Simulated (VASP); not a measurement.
BaF2, 3 atoms in the cell. The structure is cubic, space group Fm-3m (No. 225). The conventional cell has a = 6.138 Å, b = 6.138 Å, c = 6.138 Å, α = 90.00°, β = 90.00°, γ = 90.00°. Within 3.5 Å of Ba (site symmetry m-3m) lie 8 F at 2.66 Å. Within 3.5 Å of F (site symmetry -43m) lie 4 Ba at 2.66 Å and 6 F at 3.07 Å. 

| Item | Value |
| --- | --- |
| Program | VASP 6.6.1 |
| Task | single point |
| Functional | PBEsol |
| Potentials or basis | VASP PAW PBE potentials, release 64 (Ba_sv, F) |
| Cutoff | 600 eV |
| k mesh | 6 × 6 × 6 |
| Occupations | fermi-dirac, width 0.02 eV |
| Spin | no spin polarisation |
| Dipole correction | no |
| Further INCAR settings | ALGO = Normal; EDIFF = 1e-06; NBANDS = 19 |

Potentials or basis: VASP PAW PBE potentials, release 64 (Ba_sv, F).

Launch:

```console
$ cat potpaw_PBE.64/Ba_sv/POTCAR potpaw_PBE.64/F/POTCAR > POTCAR
$ mpirun -np 1 vasp_std > vasp.out
```

Hardware: 1 thread of Intel(R) Xeon(R) 6975P-C (Granite Rapids) (shared host).

**Question.** How long does it take, and how much memory?

**Answer.** Wall time 13 s on 1 thread of Intel(R) Xeon(R) 6975P-C (Granite Rapids), with other jobs on the host, peak memory 0.2 GiB. Counts: scf iterations 13, k points 16.
